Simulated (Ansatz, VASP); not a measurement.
Two plane-wave programs on Ir2F

INCAR

```
PREC     = Accurate       # precision mode
ENCUT    = 600            # plane-wave cutoff, eV
EDIFF    = 1E-6           # SCF threshold, eV
ISMEAR   = 0              # smearing method
SIGMA    = 0.1            # smearing width, eV
LREAL    = F              # projectors in reciprocal space
LASPH    = T              # aspherical terms in the spheres
NELM     = 150            # most SCF steps
ALGO     = Normal         # electronic algorithm
ISIF     = 3              # what is computed and relaxed
LWAVE    = F              # write WAVECAR
LCHARG   = F              # write CHGCAR
ISPIN    = 2              # spin polarisation
MAGMOM   = 0.79 0.79 0.79 0.79 0.17 0.17 # initial moments
LORBIT   = 11             # projections on sites
LMAXMIX  = 4              # l up to which the mixer works
GGA      = PE             # functional
IBRION   = 2              # ionic algorithm
NSW      = 90             # ionic steps
EDIFFG   = -0.04          # ionic threshold
```

Contents of KPOINTS:

```
Automatic mesh
0
Gamma
  4 4 4
```

POSCAR

```
Ir2F
1.0
    0.0000000000      3.3550603455      3.3550603455
    3.3550603455      0.0000000000      3.3550603455
    3.3550603455      3.3550603455      0.0000000000
Ir F
4 2
Direct
    0.6250000000      0.6250000000      0.6250000000
    0.1250000000      0.6250000000      0.6250000000
    0.6250000000      0.6250000000      0.1250000000
    0.6250000000      0.1250000000      0.6250000000
    0.0000000000      0.0000000000      0.0000000000
    0.2500000000      0.2500000000      0.2500000000
```

Input for Ansatz:

```yaml
crystal:
  lattice:
    - [0.0, 3.3550603455, 3.3550603455]
    - [3.3550603455, 0.0, 3.3550603455]
    - [3.3550603455, 3.3550603455, 0.0]
  atoms:
    - { symbol: Ir, position: [0.625, 0.625, 0.625], spin: 0.79 }
    - { symbol: Ir, position: [0.125, 0.625, 0.625], spin: 0.79 }
    - { symbol: Ir, position: [0.625, 0.625, 0.125], spin: 0.79 }
    - { symbol: Ir, position: [0.625, 0.125, 0.625], spin: 0.79 }
    - { symbol: F, position: [0.0, 0.0, 0.0], spin: 0.17 }
    - { symbol: F, position: [0.25, 0.25, 0.25], spin: 0.17 }
basis:
  ecutwfc: 420
kpoints:
  mp_grid: { grid: [4, 4, 4] }
hamiltonian:
  xc: pbe
scf:
  occupations: { method: gaussian, width: 0.1 }
  lower_state_search: "off"
output:
  forces: true
  stress: true
  eigenvalues: true
  populations: true
magnetization:
  spin_polarized: true
relax:
  adjacent_minimum: "off"
  f_tol: 0.04
  max_steps: 70
  cell: { stress_tol: 0.4 }
```

Alike in both runs: task relaxation of cell and atoms; functional PBE; k mesh 4 × 4 × 4; occupations gaussian, width 0.1 eV; collinear spin.

```csv
,VASP,Ansatz
version,VASP 6.6.1,Ansatz 0.2.0
potentials or method,"VASP PAW PBE potentials, release 64 (Ir, F), cutoff 600 eV","scalar-relativistic, plane waves, PAW"
valence electrons in the cell,50,82
```

```csv
,VASP,Ansatz,Ansatz less VASP
"gap on the k mesh at the Fermi level, each at its own relaxed structure (eV)",none,none,-
net moment per atom (μB),0.83,0.83,0.000
size of the moment on the site where the two differ most (μB),1.09,1.01,-0.084
relaxed volume (Å³/atom),16.24,16.24,+0.002
relaxed length of the cell vector where the two differ most in proportion (Å),5.165,5.165,+0.0003
```

Site moments also hang on the region over which each program counts them. A gap of «none» marks a metal or a gap that the smearing closes. VASP's potentials hold 50 valence electrons a cell and Ansatz's 82, so a difference there can come from the potentials and not from the codes.

The k mesh is coarse, so the values compare programs but aren't converged. Spin-orbit coupling is off throughout. Noted on VASP's run: the volume moved by over 15 % at a fixed basis, so the end points are rough.
